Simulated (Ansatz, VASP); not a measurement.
In2GaP3: VASP beside Ansatz

```
Ga In P
1.0
     4.02338    0.00000    0.00000
    -2.01169    3.48435    0.00000
     0.00000    0.00000    9.88544
Ga In P
1 2 3
Direct
  0.00000 0.00000 0.00084
  0.66667 0.33333 0.67346
  0.33333 0.66667 0.32760
  0.66667 0.33333 0.92922
  0.33333 0.66667 0.58199
  0.00000 0.00000 0.23688
```

Alike in both runs: task single point; functional PBE; k mesh 6 × 6 × 2; no spin polarisation.

```csv
,VASP,Ansatz
version,VASP 6.6.1,Ansatz 0.2.0
potentials or method,"VASP PAW PBE potentials, release 64 (Ga_d, In_d, P)","plane waves, PAW"
plane-wave cutoff (eV),520,420
occupations,"gaussian, width 0.01 eV",fixed
valence electrons in the cell,54,54
```

```tsv
	VASP	Ansatz	Ansatz less VASP
gap on the k mesh at the Fermi level (eV)	0.73	0.74	+0.007
pressure (GPa)	4.6	4.6	+0.05
rms of the force components (eV/Å)	0.041	0.043	+0.0020
```

Atom by atom the forces differ by 0.002 eV/Å (rms over components).
